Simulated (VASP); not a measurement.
# InGa5As6 (P-4m2) in VASP: notebook, part 2 of 2

VASP 6.6.1. The steps go on from the part before.

## Step 3: Single point, PBE

This run uses another cell than the first one, of 21.79 Å³/atom.

INCAR

```
SYSTEM = InGa5As6
PREC     = Accurate       ! precision mode
ENCUT    = 520            ! plane-wave cutoff, eV
EDIFF    = 1E-7           ! SCF threshold, eV
ISMEAR   = 0              ! smearing method
SIGMA    = 0.1            ! smearing width, eV
LREAL    = .False.        ! projectors in reciprocal space
LASPH    = .True.         ! aspherical terms in the spheres
NELM     = 80             ! most SCF steps
ALGO     = Normal         ! electronic algorithm
ISIF     = 2              ! what is computed and relaxed
LWAVE    = .False.        ! write WAVECAR
LCHARG   = .True.         ! write CHGCAR
GGA      = PE             ! functional
LELF     = .True.         ! ELF
LVHAR    = .True.       
NBANDS   = 66             ! bands
```

KPOINTS

```
regular mesh
0
Gamma
  4 4 1
  0 0 0
```

POSCAR

```
InGa5As6
1.0
    3.9500081000      0.0000000000      0.0000000000
    0.0000000000      3.9500081000      0.0000000000
    0.0000000000      0.0000000000     16.7584650800
In Ga As
1 5 6
Direct
    0.0000000000      0.0000000000      0.5000000000
    0.0000000000      0.0000000000      0.8333333300
    0.5000000000      0.5000000000      0.0000000000
    0.0000000000      0.0000000000      0.1666666700
    0.5000000000      0.5000000000      0.3333333300
    0.5000000000      0.5000000000      0.6666666700
    0.5000000000      0.0000000000      0.0833333300
    0.0000000000      0.5000000000      0.2500000000
    0.5000000000      0.0000000000      0.4166666700
    0.0000000000      0.5000000000      0.5833333300
    0.5000000000      0.0000000000      0.7500000000
    0.0000000000      0.5000000000      0.9166666700
```

Potentials or basis: VASP PAW PBE potentials, release 64 (In_d, Ga_d, As).

Command:

```
cat potpaw_PBE.64/In_d/POTCAR potpaw_PBE.64/Ga_d/POTCAR potpaw_PBE.64/As/POTCAR > POTCAR
mpirun -np 1 vasp_std > vasp.out
```

OUTCAR:

```text
SYSTEM = InGa5As6
   PREC = Accurate
   ENCUT = 520
   EDIFF = 1E-7
   ISMEAR = 0
   LREAL = .False.
   LASPH = .True.
   NELM = 80
   ISIF = 2
   GGA = PE

 ion  position               nearest neighbor table
   1  0.000  0.000  0.500-   9 2.42  10 2.42  10 2.42   9 2.42
   2  0.000  0.000  0.833-  11 2.42  11 2.42  12 2.42  12 2.42
   3  0.500  0.500  0.000-   7 2.42  12 2.42   7 2.42  12 2.42
   4  0.000  0.000  0.167-   8 2.42   8 2.42   7 2.42   7 2.42
   5  0.500  0.500  0.333-   8 2.42   8 2.42   9 2.42   9 2.42
   6  0.500  0.500  0.667-  11 2.42  11 2.42  10 2.42  10 2.42
   7  0.500  0.000  0.083-   3 2.42   3 2.42   4 2.42   4 2.42
   8  0.000  0.500  0.250-   4 2.42   5 2.42   4 2.42   5 2.42
   9  0.500  0.000  0.417-   1 2.42   1 2.42   5 2.42   5 2.42
  10  0.000  0.500  0.583-   1 2.42   1 2.42   6 2.42   6 2.42
  11  0.500  0.000  0.750-   2 2.42   6 2.42   6 2.42   2 2.42
  12  0.000  0.500  0.917-   3 2.42   3 2.42   2 2.42   2 2.42

  LATTYP: Found a simple tetragonal cell.
 ALAT       =     3.9500081000
 C/A-ratio  =     4.2426406872

  Lattice vectors:

 A1 = (   3.9500081000,   0.0000000000,   0.0000000000)
 A2 = (   0.0000000000,   3.9500081000,   0.0000000000)
 A3 = (   0.0000000000,   0.0000000000,  16.7584650800)

Analysis of symmetry for initial positions (statically):
=====================================================================
 Subroutine PRICEL returns:
 Original cell was already a primitive cell.

 Routine SETGRP: Setting up the symmetry group for a
 simple tetragonal supercell.

 Subroutine GETGRP returns: Found  8 space group operations
 (whereof  8 operations were pure point group operations)
 out of a pool of 16 trial point group operations.

The static configuration has the point symmetry D_2d.

Analysis of symmetry for dynamics (positions and initial velocities):
=====================================================================
 Subroutine PRICEL returns:
 Original cell was already a primitive cell.

 Routine SETGRP: Setting up the symmetry group for a
[... 138 lines left out ...]
 non-spin polarized calculation
 Gauss-broadening in eV      SIGMA  =   0.10
  energy-cutoff  :      520.00
  volume of cell :      261.48
 maximum number of plane-waves:      7079
 NGX is ok and might be reduce to    30
   NGX = 15   NGY = 15   NGZ = 63

 number of electron     107.9999976 magnetization

 Free energy of the ion-electron system (eV)
  ---------------------------------------------------
  ext. energy  EPLUGINS =         0.00000000
  ---------------------------------------------------
  free energy    TOTEN  =       -47.24466231 eV

  energy without entropy =      -47.24466231  energy(sigma->0) =      -47.24466231

 E-fermi :   5.2070     XC(G=0):  -9.8154

 val. band max:        4.8054174350   @ k =   0.0000   0.0000   0.0000
 cond. band min:       5.5973144937   @ k =   0.0000   0.0000   0.0000
 fundamental gap:      0.7918970588
 Fermi energy:         5.2069769523

 k-point     1 :       0.0000    0.0000    0.0000
  band No.  band energies     occupation
      1     -10.3955      2.00000
      2     -10.2469      2.00000
      3     -10.2455      2.00000
      4     -10.1931      2.00000
      5     -10.1807      2.00000
      6     -10.1529      2.00000
[... 403 lines left out ...]
     65       8.3040      0.00000
     66       8.7168      0.00000

------------------------ aborting loop because EDIFF is reached ----------------------------------------

  FORCE on cell =-STRESS in cart. coord.  units (eV):
  Direction    XX          YY          ZZ          XY          YZ          ZX
  --------------------------------------------------------------------------------------
  -------------------------------------------------------------------------------------
  Total       18.1542544     18.1542544     16.0695392      0.0000000      0.0000000      0.0000000
  in kB      111.2394388    111.2394388     98.4654331      0.0000000      0.0000000      0.0000000
  external PRESSURE =     106.9814369 kB  Pullay stress =       0.0000000 kB

 VOLUME and BASIS-vectors are now :
 -----------------------------------------------------------------------------
  energy-cutoff  :      520.00
  volume of cell :      261.48
      direct lattice vectors                 reciprocal lattice vectors
     3.950008100  0.000000000  0.000000000     0.253164038  0.000000000  0.000000000
     0.000000000  3.950008100  0.000000000     0.000000000  0.253164038  0.000000000
     0.000000000  0.000000000 16.758465080     0.000000000  0.000000000  0.059671336

 POSITION                                       TOTAL-FORCE (eV/Angst)
 -----------------------------------------------------------------------------------
      0.00000      0.00000      8.37923         0.000000      0.000000      0.000000
      0.00000      0.00000     13.96539        -0.000000      0.000000     -0.001025
      1.97500      1.97500      0.00000        -0.000000     -0.000000      0.000000
      0.00000      0.00000      2.79308        -0.000000      0.000000      0.001025
      1.97500      1.97500      5.58615        -0.000000      0.000000     -0.102360
      1.97500      1.97500     11.17231        -0.000000     -0.000000      0.102360
      1.97500      0.00000      1.39654        -0.000000      0.000000     -0.000948
      0.00000      1.97500      4.18962        -0.000000      0.000000     -0.002993
      1.97500      0.00000      6.98269         0.000000      0.000000     -2.117240
      0.00000      1.97500      9.77577         0.000000      0.000000      2.117240
      1.97500      0.00000     12.56885        -0.000000      0.000000      0.002993
      0.00000      1.97500     15.36193         0.000000      0.000000      0.000948
 -----------------------------------------------------------------------------------
    total drift:                                0.000000      0.000000      0.000000

  FREE ENERGIE OF THE ION-ELECTRON SYSTEM (eV)
  ---------------------------------------------------
  free  energy   TOTEN  =       -47.2446623074 eV

  energy  without entropy=      -47.2446623057  energy(sigma->0) =      -47.24466231
```

OSZICAR:

```text
N       E                     dE             d eps       ncg     rms          rms(c)
DAV:   1     0.112597797723E+04    0.11260E+04   -0.46971E+04   856   0.232E+03
[... 15 lines left out ...]
DAV:  17    -0.472446684047E+02    0.75786E-06   -0.19443E-05   910   0.636E-02    0.476E-02
DAV:  18    -0.472446677754E+02    0.62929E-06   -0.16840E-06  1158   0.833E-03    0.452E-02
DAV:  19    -0.472446681230E+02   -0.34756E-06   -0.33106E-07   732   0.102E-02    0.450E-02
DAV:  20    -0.472446619714E+02    0.61516E-05   -0.21563E-05  1148   0.103E-01    0.232E-02
DAV:  21    -0.472446622257E+02   -0.25435E-06   -0.75628E-06  1038   0.225E-02    0.130E-02
DAV:  22    -0.472446623059E+02   -0.80136E-07   -0.12576E-06   780   0.829E-03    0.131E-02
DAV:  23    -0.472446623074E+02   -0.15352E-08   -0.22522E-08   522   0.987E-04
   1 F= -.47244662E+02 E0= -.47244662E+02  d E =-.169162E-08
```

stdout:

```text
POSCAR found type information on POSCAR InGaAs
 POSCAR found :  3 types and      12 ions
 scaLAPACK will be used
 LDA part: xc-table for (Slater+PW92), standard interpolation
 POSCAR, INCAR and KPOINTS ok, starting setup
 FFT: planning ... GRIDC
 FFT: planning ... GRID_SOFT
 FFT: planning ... GRID
 WAVECAR not read
 entering main loop
```

It took 2.6 min on 1 thread of AMD EPYC 9R45 (Zen 5), shared host; peak memory 0.33 GiB.

Results:

| Property | Result |
| --- | --- |
| Free energy | -47.2447 eV |
| Pressure | 10.7 GPa |
| Largest force | 2.117 eV/Å |
| Band gap on the k mesh | 0.79 eV |

Forces on the atoms (eV/Å):
```
In   0.000  0.000  0.000
Ga   0.000  0.000 -0.001
Ga   0.000  0.000  0.000
Ga   0.000  0.000  0.001
Ga   0.000  0.000 -0.102
Ga   0.000  0.000  0.102
As   0.000  0.000 -0.001
As   0.000  0.000 -0.003
As   0.000  0.000 -2.117
As   0.000  0.000  2.117
As   0.000  0.000  0.003
As   0.000  0.000  0.001
```

Levels at points of the mesh, in eV from the valence-band top:
| k point | band 52 | band 53 | band 54 | band 55 | band 56 | band 57 |
| --- | --- | --- | --- | --- | --- | --- |
| (0.00, 0.00, 0.00) | -0.01 | 0.00 | 0.00 | 0.79 | 1.32 | 1.47 |
| (0.50, 0.00, 0.00) | -1.27 | -1.26 | -1.16 | 1.62 | 1.67 | 1.71 |
| (0.50, 0.50, 0.00) | -2.90 | -2.90 | -2.87 | 1.32 | 1.32 | 1.55 |

Caveat: the cell stands under pressure; spin-orbit coupling is left out, which moves the levels of the heavy elements; forces of over 1 eV/Å act on the atoms, so gaps and moduli don't describe the material at rest.

## Step 4: Relaxation of cell and atoms, PBE

This run uses another cell than the first one, of 21.79 Å³/atom.

INCAR

```
SYSTEM = InGa5As6
ALGO = Normal
EDIFF = 1E-7
EDIFFG = -0.04
ENCUT = 600
GGA = PE
IBRION = 2
ISIF = 3
ISMEAR = 0
LASPH = .True.
LCHARG = .False.
LREAL = .False.
LWAVE = .False.
NELM = 80
NSW = 90
PREC = Accurate
SIGMA = 0.1
```

KPOINTS

```
k-points
0
Gamma
  4 4 1
  0 0 0
```

POSCAR is that of step 3.

Command:

```
cat potpaw_PBE.64/In_d/POTCAR potpaw_PBE.64/Ga_d/POTCAR potpaw_PBE.64/As/POTCAR > POTCAR
mpirun -np 1 vasp_std > vasp.out
```

Run time: 17 min. Hardware: 1 thread of AMD EPYC 9R45 (Zen 5), shared host; peak memory 0.43 GiB.

The run converged. Its results:

| Item | Value |
| --- | --- |
| Free energy | -48.6442 eV |
| Relaxed volume | 24.87 Å³/atom |
| Relaxed cell | a = 4.150 Å, b = 4.150 Å, c = 17.326 Å, α = 90.00°, β = 90.00°, γ = 90.00° |
| Space group after relaxing (to 0.1 Å) | P-4m2 (No. 115) |
| Energy gained by relaxing | 116.7 meV/atom |
| Ionic steps | 13 |
| Pressure after relaxing | 0.0 GPa |
| Largest force after relaxing | 0.010 eV/Å |

Forces on the atoms (eV/Å):
```
In   0.000  0.000  0.000
Ga   0.000  0.000 -0.006
Ga   0.000  0.000  0.000
Ga   0.000  0.000  0.006
Ga   0.000  0.000  0.003
Ga   0.000  0.000 -0.003
As   0.000  0.000 -0.010
As   0.000  0.000  0.000
As   0.000  0.000  0.001
As   0.000  0.000 -0.001
As   0.000  0.000  0.000
As   0.000  0.000  0.010
```

Step by step:
```
step  energy change (eV)  largest force (eV/Å)  pressure (GPa)  volume (Å³)
   1              0.0000                2.1172           10.53       261.48
   2             -1.0876                0.4406           -3.18       319.51
   3             -1.2701                0.5853           -0.19       300.75
   4             -1.2705                0.5635           -0.33       301.57
   5             -1.3116                0.3485           -0.16       300.26
   6             -1.3492                0.2634            0.28       297.33
   7             -1.3674                0.2146           -0.09       299.23
   8             -1.3731                0.1715           -0.42       301.01
   9             -1.3862                0.1653           -0.01       298.63
  10             -1.3882                0.1629            0.23       297.34
  11             -1.3966                0.1129            0.07       298.14
  12             -1.3985                0.1078           -0.05       298.77
  13             -1.4003                0.0098            0.01       298.41
```

Final structure:
```
CELL_PARAMETERS angstrom
4.15015 0.00000 0.00000
0.00000 4.15015 0.00000
0.00000 0.00000 17.32574
ATOMIC_POSITIONS crystal
In 0.00000 0.00000 0.50000
Ga 0.00000 0.00000 0.83761
Ga 0.50000 0.50000 0.00000
Ga 0.00000 0.00000 0.16239
Ga 0.50000 0.50000 0.32496
Ga 0.50000 0.50000 0.67504
As 0.50000 0.00000 0.08123
As 0.00000 0.50000 0.24359
As 0.50000 0.00000 0.40543
As 0.00000 0.50000 0.59457
As 0.50000 0.00000 0.75641
As 0.00000 0.50000 0.91877
```

Levels at points of the mesh, in eV from the Fermi level:
```
           k point  band 50  band 51  band 52  band 53  band 54  band 55  band 56  band 57  band 58  band 59
(0.00, 0.00, 0.00)    -0.85    -0.85    -0.13    -0.04    -0.04    -0.02     1.35     1.36     1.56     1.64
(0.50, 0.00, 0.00)    -1.31    -1.27    -1.27    -1.25    -0.64     1.25     1.28     1.32     1.50     2.28
(0.50, 0.50, 0.00)    -2.86    -2.45    -2.42    -2.42    -2.34     1.57     1.57     1.68     1.82     3.23
```

Caveat: the k points lie up to 0.38 Å⁻¹ apart in the final cell; spin-orbit coupling is left out, which moves the levels of the heavy elements.

## Step 5: The runs side by side

| task | cell | cutoff (eV) | pressure (GPa) | largest force (eV/Å) |
| --- | --- | --- | --- | --- |
| single point | a = 4.149, b = 4.149, c = 17.335 Å, 12 atoms, atomic positions A | 520 | 0.1 | 0.03 |
| single point | a = 3.950, b = 3.950, c = 16.758 Å, 12 atoms, atomic positions B | 520 | 10.7 | 2.12 |
| relaxation of cell and atoms | relaxed from a = 3.950, b = 3.950, c = 16.758 Å, 12 atoms, atomic positions B | 600 | 0.0 | 0.01 |

Alike in all rows: level PBE; potentials or basis VASP PAW PBE potentials, release 64 (In_d, Ga_d, As); no spin polarisation; k mesh 4 × 4 × 1; smearing gaussian 0.1 eV.

Caveats: some runs use coarse meshes; spin-orbit coupling is left out, which moves the levels of the heavy elements; the cell stands under pressure (at least some runs); forces of over 1 eV/Å act on the atoms, so gaps and moduli don't describe the material at rest (at least some runs).

Total energies depend on the potentials used, so only differences within one code and one set of settings carry meaning.
